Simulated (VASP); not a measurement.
Set up this calculation in VASP 6.6.1, as the native input.

```
Task                   : single point
Functional             : PBEsol
Potentials or basis    : VASP PAW PBE potentials, release 64 (Mg, S)
Cutoff                 : 600 eV
k mesh                 : 8 × 8 × 8
Occupations            : gaussian, width 0.02 eV
Spin                   : no spin polarisation
Dipole correction      : no
Further INCAR settings : ALGO = Normal; EDIFF = 1e-06; NBANDS = 11
```

The structure of MgS (v.bB) lies in POSCAR:

```
MgS
1.0
    0.0000000000      2.8257734839      2.8257734839
    2.8257734839      0.0000000000      2.8257734839
    2.8257734839      2.8257734839      0.0000000000
Mg S
1 1
Direct
    0.0000000000      0.0000000000      0.0000000000
    0.2500000000      0.2500000000      0.2500000000
```

The input as run:

INCAR

```
PREC     = Accurate       # precision mode
ENCUT    = 600            # plane-wave cutoff, eV
EDIFF    = 1E-6           # SCF threshold, eV
ISMEAR   = 0              # smearing method
SIGMA    = 0.02           # smearing width, eV
LREAL    = False          # projectors in reciprocal space
LASPH    = True           # aspherical terms in the spheres
NELM     = 120            # most SCF steps
ALGO     = Normal         # electronic algorithm
ISIF     = 2              # what is computed and relaxed
LWAVE    = False          # write WAVECAR
LCHARG   = True           # write CHGCAR
GGA      = PS             # functional
LELF     = True           # ELF
LVHAR    = True         
NBANDS   = 11             # bands
GGA_COMPAT= False
```

KPOINTS

```
Automatic mesh
0
Gamma
  8 8 8
```

Potentials or basis: VASP PAW PBE potentials, release 64 (Mg, S).

Run with:

```bash
$ cat potpaw_PBE.64/Mg/POTCAR potpaw_PBE.64/S/POTCAR > POTCAR
$ mpirun -np 1 vasp_std > vasp.out
```

Results of the run:

```
Pressure               : -0.1 GPa
Band gap on the k mesh : 3.32 eV, direct
```

Caveat: the PAW data sets were made with another functional, which shifts forces and pressure a little.

Run time: 12 s on 1 thread of Intel Xeon 6975P-C, with other jobs on the host, peak memory 0.18 GiB.
